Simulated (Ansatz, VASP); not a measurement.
## One calculation of LiRu2, two programs

Contents of INCAR:

```
SYSTEM = LiRu2
ALGO = Fast
EDIFF = 1E-6
EDIFFG = -0.01
ENCUT = 600
GGA = PE
IBRION = 2
ISIF = 3
ISMEAR = 0
LASPH = .True.
LCHARG = .False.
LREAL = .False.
LWAVE = .False.
NELM = 100
NSW = 100
PREC = Accurate
SIGMA = 0.1
```

The input KPOINTS:

```
k-points
0
Gamma
  12 12 18
  0 0 0
```

POSCAR

```
LiRu2
1.0
    4.3237826275      0.0000000000      0.0000000000
   -2.1618913138      3.7445055959      0.0000000000
    0.0000000000      0.0000000000      2.5660994756
Li Ru
1 2
Direct
    0.0000000000      0.0000000000      0.0000000000
    0.3333333333      0.6666666667      0.5000000000
    0.6666666667      0.3333333333      0.5000000000
```

Input for Ansatz:

```yaml
crystal:
  lattice:
    - [4.3237826275, 0.0, 0.0]
    - [-2.1618913138, 3.7445055959, 0.0]
    - [0.0, 0.0, 2.5660994756]
  atoms:
    - { symbol: Li, position: [0.0, 0.0, 0.0] }
    - { symbol: Ru, position: [0.3333333333, 0.6666666667, 0.5] }
    - { symbol: Ru, position: [0.6666666667, 0.3333333333, 0.5] }
basis:
  ecutwfc: 420
kpoints:
  mp_grid: { grid: [12, 12, 18] }
hamiltonian:
  xc: pbe
scf:
  occupations: { method: gaussian, width: 0.1 }
output:
  forces: true
  stress: true
  eigenvalues: true
relax:
  adjacent_minimum: "off"
  f_tol: 0.01
  max_steps: 80
  cell: { stress_tol: 0.05 }
```

Alike in both runs: task relaxation of cell and atoms; functional PBE; k mesh 12 × 12 × 18; occupations gaussian, width 0.1 eV; no spin polarisation.

```csv
,VASP,Ansatz
version,VASP 6.6.1,Ansatz 0.2.0
potentials or method,"VASP PAW PBE potentials, release 64 (Li_sv, Ru_pv), cutoff 600 eV","scalar-relativistic, plane waves, PAW"
valence electrons in the cell,31,35
```

VASP gave:

- gap on the k mesh at the Fermi level, each at its own relaxed structure (eV): none
- relaxed volume (Å³/atom): 13.86
- relaxed length of the cell vector where the two differ most in proportion (Å): 2.494

**Question.** Estimate Ansatz's values.

**Answer.** gap on the k mesh at the Fermi level, each at its own relaxed structure (eV): none; relaxed volume (Å³/atom): 13.86; relaxed length of the cell vector where the two differ most in proportion (Å): 2.495.

A gap of «none» marks a metal or a gap that the smearing closes. VASP's potentials hold 31 valence electrons a cell and Ansatz's 35, so a difference there can come from the potentials and not from the codes.

Noted on VASP's run: the cutoff is under 1.25 times that of the potentials, so the pressure is a little rough.
